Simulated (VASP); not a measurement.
Input of a VASP 6.6.1 run:

The input INCAR:

```
PREC = Accurate ; ENCUT = 400
EDIFF = 1E-8 ; ISMEAR = -1
SIGMA = 0.03 ; LREAL = F
LASPH = T ; NELM = 120
ALGO = Normal ; ISIF = 2
LWAVE = F ; LCHARG = F
GGA = PE ; LEFG = T
NBANDS = 16 ; GGA_COMPAT = F
```

Contents of KPOINTS:

```
Automatic mesh
0
Gamma
  7 7 7
```

The input POSCAR:

```
AgBr
1.0
    0.0000000000      2.8860500000      2.9149105000
    2.8860500000      0.0000000000      2.9149105000
    2.8860500000      2.8860500000      0.0000000000
Ag Br
1 1
Direct
    0.5000000000      0.5000000000      0.5000000000
    0.0000000000      0.0000000000      0.0000000000
```

Potentials or basis: VASP PAW PBE potentials, release 64 (Ag, Br).

Launch:

```console
$ cat potpaw_PBE.64/Ag/POTCAR potpaw_PBE.64/Br/POTCAR > POTCAR
$ mpirun -np 1 vasp_std > vasp.out
```

(1) What does it give for the pressure?

(2) Predict the band gap on the k mesh.

## Answers

(1) 0.8 GPa.

(2) 0.72 eV (least direct gap 2.49 eV).

Caveat: the cell differs from its parent crystal (zz strain of +1 %); semilocal functionals underestimate gaps, and a narrow one can read as zero; without QUAD_EFG the Cq values of the log hold for a quadrupole moment of 1 mb, not for the nuclei.
